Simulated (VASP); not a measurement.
Set up this calculation in VASP 6.6.1, as the native input.

| Property | Result |
| --- | --- |
| Task | single point |
| Functional | PBE |
| Potentials or basis | VASP PAW PBE potentials, release 64 (Sc_sv) |
| Cutoff | 520 eV |
| k mesh | 18 × 18 × 10 |
| Occupations | gaussian, width 0.15 eV |
| Spin | no spin polarisation |
| Dipole correction | no |
| Further INCAR settings | ALGO = Fast; EDIFF = 1e-07; NBANDS = 18 |

The structure of Sc lies in POSCAR:

```
Sc
1.0
    3.3087978973      0.0000000000      0.0000000000
   -1.6543989486      2.8655030350      0.0000000000
    0.0000000000      0.0000000000      5.3601900000
Sc
2
Direct
    0.3333333333      0.6666666667      0.2500000000
    0.6666666667      0.3333333333      0.7500000000
```

This cell differs from its parent crystal: strain +0.0175 x Voigt [0, 0, 1, 0, 0, 0].

One way to write it, as run:

INCAR

```
PREC = Accurate ; ENCUT = 520
EDIFF = 1E-7 ; ISMEAR = 0
SIGMA = 0.15 ; LREAL = F
LASPH = T ; NELM = 80
ALGO = Fast ; ISIF = 2
LWAVE = F ; LCHARG = F
GGA = PE ; NBANDS = 18
```

KPOINTS

```
regular mesh
0
Gamma
  18 18 10
```

Potentials or basis: VASP PAW PBE potentials, release 64 (Sc_sv).

The run is started by

```console
$ cat potpaw_PBE.64/Sc_sv/POTCAR > POTCAR
$ mpirun -np 1 vasp_std > vasp.out
```

Results of the run:

```
Pressure               : -1.4 GPa
Band gap on the k mesh : zero (bands 11 and 12 overlap by 1.25 eV)
```

Caveat: the cell differs from its parent crystal (strain +0.0175 x Voigt [0, 0, 1, 0, 0, 0]).

It took 6 min on 1 thread of Intel(R) Xeon(R) Platinum 8375C CPU @ 2.90GHz (Ice Lake), with other jobs on the host, peak memory 0.3 GiB.
